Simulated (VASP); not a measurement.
Here is a VASP 6.6.1 calculation.

File INCAR:

```
ALGO     = Normal         # electronic algorithm
EDIFF    = 1E-7           # SCF threshold, eV
ENCUT    = 520            # plane-wave cutoff, eV
GGA      = PS             # functional
ISIF     = 2              # what is computed and relaxed
ISMEAR   = 0              # smearing method
ISPIN    = 2              # spin polarisation
LASPH    = True           # aspherical terms in the spheres
LCHARG   = False          # write CHGCAR
LDAU     = True           # DFT+U
LDAUJ    = 0 0          
LDAUL    = 2 -1           # shell
LDAUPRINT= 1            
LDAUTYPE = 2            
LDAUU    = 6 0            # U, eV
LMAXMIX  = 4              # l up to which the mixer works
LORBIT   = 11             # projections on sites
LREAL    = False          # projectors in reciprocal space
LWAVE    = False          # write WAVECAR
MAGMOM   = 0.61 -0.61 0 0 # initial moments
NBANDS   = 29             # bands
NELM     = 150            # most SCF steps
PREC     = Accurate       # precision mode
SIGMA    = 0.05           # smearing width, eV
```

The input KPOINTS:

```
k-points
0
Gamma
  8 8 5
```

File POSCAR:

```
CuO
1.0
    2.3446497600     -1.7133998200      0.0000000000
    2.3446497600      1.7133998200      0.0000000000
   -0.8605499100      0.0000000000      5.0594394800
Cu O
2 2
Direct
    0.0032000000      0.4968000000      0.0000000000
    0.4968000000      0.0032000000      0.5000000000
    0.5714000000      0.4056000000      0.2537000000
    0.4056000000      0.5714000000      0.7537000000
```

Potentials or basis: VASP PAW PBE potentials, release 64 (Cu, O).

Command:

```sh
$ cat potpaw_PBE.64/Cu/POTCAR potpaw_PBE.64/O/POTCAR > POTCAR
$ mpirun -np 1 vasp_std > vasp.out
```

Q: Estimate the largest force.

A: 0.700 eV/Å.

Q: Estimate the net moment.

A: 0.00 μB per cell.

Q: Predict the band gap on the k mesh.

A: 1.02 eV (least direct gap 1.29 eV).

Eigenvalues of the final occupation matrices:
```csv
site,spin,trace,eigenvalues
site 1 d,1,4.92,0.96 0.97 0.97 0.98 1.02
site 1 d,2,4.28,0.39 0.96 0.97 0.98 0.98
site 2 d,1,4.28,0.39 0.96 0.97 0.98 0.98
site 2 d,2,4.92,0.96 0.97 0.97 0.98 1.02
```

Caveat: the cell stands under tension; the PAW data sets were made with another functional, which shifts forces and pressure a little; an odd mesh through Γ misses points on the zone boundary, where band edges can lie.
